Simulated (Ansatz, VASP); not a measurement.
TaS2: VASP beside Ansatz

Contents of INCAR:

```
SYSTEM = TaS2
  PREC = Accurate
  ENCUT = 400
  EDIFF = 1E-8
  ISMEAR = -1
  SIGMA = 0.03
  LREAL = .False.
  LASPH = .True.
  NELM = 120
  ALGO = Normal
  ISIF = 2
  LWAVE = .False.
  LCHARG = .False.
  LEFG = .True.
  NBANDS = 18
  GGA_COMPAT = .False.
```

Contents of KPOINTS:

```
Automatic mesh
0
Gamma
  9 9 5
  0 0 0
```

Contents of POSCAR:

```
TaS2
1.0
    3.3611317775      0.0000000000      0.0000000000
   -1.6805658888      2.9108255048      0.0000000000
    0.0000000000      0.0000000000      5.8794685816
Ta S
1 2
Direct
    0.0000000000      0.0000000000      0.0000000000
    0.3333333333      0.6666666667      0.2500000000
    0.6666666667      0.3333333333      0.7500000000
```

Input for Ansatz:

```yaml
crystal:
  lattice:
    - [3.3611317775, 0.0, 0.0]
    - [-1.6805658888, 2.9108255048, 0.0]
    - [0.0, 0.0, 5.8794685816]
  atoms:
    - { symbol: Ta, position: [0.0, 0.0, 0.0] }
    - { symbol: S, position: [0.3333333333, 0.6666666667, 0.25] }
    - { symbol: S, position: [0.6666666667, 0.3333333333, 0.75] }
kpoints:
  mp_grid: { grid: [9, 9, 5] }
scf:
  occupations: { method: fermi_dirac, width: 0.03 }
hamiltonian:
  xc: lda
  pseudopotentials: { kind: paw }
output:
  forces: true
  stress: true
  eigenvalues: true
  efg: { contact_densities: true }
```

Change from the starting cell: volume scaled by 1.01, PAW files.

Alike in both runs: task electric field gradients; functional LDA; k mesh 9 × 9 × 5; occupations fermi-dirac, width 0.03 eV; no spin polarisation.

|  | VASP | Ansatz |
| --- | --- | --- |
| version | VASP 6.6.1 | Ansatz 0.2.0 |
| potentials or method | VASP PAW LDA potentials, release 64 (Ta_pv, S) | PAW with Ansatz's default frozen-core files, scalar-relativistic |
| plane-wave cutoff (eV) | 400 | 420 |
| valence electrons in the cell | 23 | 25 |

|  | VASP | Ansatz | Ansatz less VASP |
| --- | --- | --- | --- |
| pressure (GPa) | 0.3 | 0.0 | -0.30 |
| traceless stress, the component that is largest in VASP (GPa) | 3.40 | 3.37 | -0.026 |
| rms of the force components (eV/Å) | 0.313 | 0.290 | -0.0223 |
| size of Vzz on the site where it differs most (V/Å²) | 144.8 | 177.5 | +32.70 |

LDA's correlation is that of Perdew and Zunger in VASP and of Perdew and Wang (1992) in Ansatz. Atom by atom the forces differ by 0.022 eV/Å (rms over components). VASP's potentials hold 23 valence electrons a cell and Ansatz's 25, so a difference there can come from the potentials and not from the codes.

Spin-orbit coupling is off throughout.
